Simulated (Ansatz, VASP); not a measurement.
HfO2: VASP beside Ansatz

The input INCAR:

```
ALGO = Normal
EDIFF = 1E-6
ENCUT = 520
GGA = PE
ISIF = 2
ISMEAR = 0
LASPH = T
LCHARG = F
LREAL = F
LWAVE = F
NBANDS = 18
NELM = 60
PREC = Accurate
SIGMA = 0.05
```

KPOINTS

```
k-points
0
Gamma
  8 8 8
```

POSCAR

```
HfO2
1.0
    0.0000000000      2.6214375000      2.6853750000
    2.6214375000      0.0000000000      2.6853750000
    2.6214375000      2.6214375000      0.0000000000
Hf O
1 2
Direct
    0.0000000000      0.0000000000      0.0000000000
    0.2500000000      0.2500000000      0.2500000000
    0.7500000000      0.7500000000      0.7500000000
```

Input for Ansatz:

```yaml
crystal:
  lattice:
    - [0.0, 2.6214375, 2.685375]
    - [2.6214375, 0.0, 2.685375]
    - [2.6214375, 2.6214375, 0.0]
  atoms:
    - { symbol: Hf, position: [0.0, 0.0, 0.0] }
    - { symbol: O, position: [0.25, 0.25, 0.25] }
    - { symbol: O, position: [0.75, 0.75, 0.75] }
basis:
  ecutwfc: 420
kpoints:
  mp_grid: { grid: [8, 8, 8] }
hamiltonian:
  xc: pbe
scf:
  occupations: { method: gaussian, width: 0.05 }
output:
  forces: true
  stress: true
  eigenvalues: true
```

Change from the starting cell: strain +0.025 along x and y, +0.050 along z, atoms carried along.

Alike in both runs: task single point; functional PBE; k mesh 8 × 8 × 8; occupations gaussian, width 0.05 eV; no spin polarisation.

```csv
,VASP,Ansatz
version,VASP 6.6.1,Ansatz 0.2.0
potentials or method,"VASP PAW PBE potentials, release 64 (Hf_pv, O), cutoff 520 eV","scalar-relativistic, plane waves, PAW"
valence electrons in the cell,22,38
```

|  | VASP | Ansatz | Ansatz less VASP |
| --- | --- | --- | --- |
| gap on the k mesh at the Fermi level (eV) | 3.34 | 3.37 | +0.028 |
| least direct gap on the mesh (eV) | 3.35 | 3.37 | +0.015 |
| pressure (GPa) | -23.8 | -21.2 | +2.65 |
| traceless stress, the component that is largest in VASP (GPa) | -6.41 | -6.33 | +0.081 |

With one functional, cell and mesh, what is left measures potentials, basis and numerics. VASP's potentials hold 22 valence electrons a cell and Ansatz's 38, so a difference there can come from the potentials and not from the codes.

Spin-orbit coupling is off throughout.
